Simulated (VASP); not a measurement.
A run of VASP 6.6.1 is set up as follows.

File INCAR:

```
SYSTEM = Na
  PREC = Accurate
  ENCUT = 600
  EDIFF = 1E-6
  ISMEAR = -1
  SIGMA = 0.08
  LREAL = .False.
  LASPH = .True.
  NELM = 60
  ALGO = Normal
  ISIF = 4
  LWAVE = .False.
  LCHARG = .False.
  GGA = PE
  IBRION = 2
  NSW = 50
  EDIFFG = -0.005
```

Contents of KPOINTS:

```
Automatic mesh
0
Gamma
  6 6 8
  0 0 0
```

POSCAR

```
Na
1.0
    5.6763705362      0.0000000000      0.0000000000
   -2.8381852681      4.9158810857      0.0000000000
    0.0000000000      0.0000000000      3.3688915702
Na
3
Direct
    0.0000000000      0.0000000000      0.0000000000
    0.3333333333      0.6666666667      0.5000000000
    0.6666666667      0.3333333333      0.5000000000
```

Potentials or basis: VASP PAW PBE potentials, release 64 (Na_pv).

Command:

```bash
$ cat potpaw_PBE.64/Na_pv/POTCAR > POTCAR
$ mpirun -np 1 vasp_std > vasp.out
```

Question: What does it give for the band gap on the k mesh?

Answer: Zero (an odd number of electrons rules out a gap without spin polarisation).

Final structure:
```cif
data_structure
_symmetry_space_group_name_H-M 'P 1'
_symmetry_Int_Tables_number 1
_cell_length_a 5.6819
_cell_length_b 5.6819
_cell_length_c 3.3623
_cell_angle_alpha 90.000
_cell_angle_beta 90.000
_cell_angle_gamma 120.000
_cell_volume 94.01
loop_
_atom_site_label
_atom_site_type_symbol
_atom_site_fract_x
_atom_site_fract_y
_atom_site_fract_z
_atom_site_occupancy
Na1 Na 0.00000 0.00000 0.00000 1
Na2 Na 0.33333 0.66667 0.50000 1
Na3 Na 0.66667 0.33333 0.50000 1
```
